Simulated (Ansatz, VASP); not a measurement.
# One calculation of MgO, two programs

The input INCAR:

```
SYSTEM = MgO
PREC = Accurate
ENCUT = 520
EDIFF = 1E-6
ISMEAR = 0
SIGMA = 0.05
LREAL = .FALSE.
LASPH = .TRUE.
NELM = 60
ALGO = Normal
ISIF = 2
LWAVE = .FALSE.
LCHARG = .TRUE.
GGA = PS
LELF = .TRUE.
LVHAR = .TRUE.
NBANDS = 11
```

Contents of KPOINTS:

```
Automatic mesh
0
G
  10 10 10
  0 0 0
```

The input POSCAR:

```
MgO
1.0
    0.0000000000      2.1075959641      2.1075959641
    2.1075959641      0.0000000000      2.1075959641
    2.1075959641      2.1075959641      0.0000000000
Mg O
1 1
Direct
   -0.0063090101      0.0063090101      0.0315450506
    0.5095843797      0.4904156203      0.4520781014
```

Input for Ansatz:

```yaml
crystal:
  lattice:
    - [0.0, 2.1075959641, 2.1075959641]
    - [2.1075959641, 0.0, 2.1075959641]
    - [2.1075959641, 2.1075959641, 0.0]
  atoms:
    - { symbol: Mg, position: [-0.0063090101, 0.0063090101, 0.0315450506] }
    - { symbol: O, position: [0.5095843797, 0.4904156203, 0.4520781014] }
basis:
  ecutwfc: 520.0
kpoints:
  mp_grid: { grid: [10, 10, 10] }
hamiltonian:
  xc: pbesol
  pseudopotentials: { kind: paw, azcp: { folder: soft_1 } }
scf:
  occupations: { method: gaussian, width: 0.05 }
output:
  forces: true
  stress: true
  eigenvalues: true
```

Change from the starting cell: mode 4 frozen in at -0.121 Å and mode 5 at -0.081 Å (largest displacements).

Alike in both runs: task single point; functional PBEsol; k mesh 10 × 10 × 10; occupations gaussian, width 0.05 eV; no spin polarisation.

|  | VASP | Ansatz |
| --- | --- | --- |
| version | VASP 6.6.1 | Ansatz 0.2.0 |
| potentials or method | VASP PAW PBE potentials, release 64 (Mg, O), cutoff 520 eV | scalar-relativistic, plane waves, PAW |
| valence electrons in the cell | 8 | 16 |

|  | VASP | Ansatz | Ansatz less VASP |
| --- | --- | --- | --- |
| gap on the k mesh at the Fermi level (eV) | 4.59 | 4.59 | +0.002 |
| least direct gap on the mesh (eV) | 4.59 | 4.59 | +0.002 |
| pressure (GPa) | 5.3 | 5.5 | +0.27 |
| traceless stress, the component that is largest in VASP (GPa) | 7.76 | 7.59 | -0.164 |
| rms of the force components (eV/Å) | 0.858 | 0.846 | -0.0119 |

VASP's potentials were made for PBE, not for PBEsol, and Ansatz warns of the same on its side. Atom by atom the forces differ by 0.012 eV/Å (rms over components). VASP's potentials hold 8 valence electrons a cell and Ansatz's 16, so a difference there can come from the potentials and not from the codes.
